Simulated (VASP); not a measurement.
Here is a VASP 6.6.1 calculation.

INCAR

```
PREC = Accurate
ENCUT = 520
EDIFF = 1E-6
ISMEAR = -1
SIGMA = 0.05
LREAL = F
LASPH = T
NELM = 100
ALGO = Normal
ISIF = 2
LWAVE = F
LCHARG = F
GGA = PE
NBANDS = 10
```

KPOINTS

```
regular mesh
0
Gamma
  14 14 14
```

POSCAR

```
Os
1.0
    0.0000000000      1.9187129938      1.9187129938
    1.9187129938      0.0000000000      1.9187129938
    1.9187129938      1.9187129938      0.0000000000
Os
1
Direct
    0.0000000000      0.0000000000      0.0000000000
```

Potentials or basis: VASP PAW PBE potentials, release 64 (Os).

Command:

```bash
$ cat potpaw_PBE.64/Os/POTCAR > POTCAR
$ mpirun -np 1 vasp_std > vasp.out
```

(1) Predict the pressure.

(2) Estimate the band gap on the k mesh.

Results:

(1) 6.1 GPa.

(2) zero (band 4 reaches 11.58 eV, above the bottom of band 5 at 7.88 eV).

Caveat: spin-orbit coupling is left out, which moves the levels of the heavy elements.
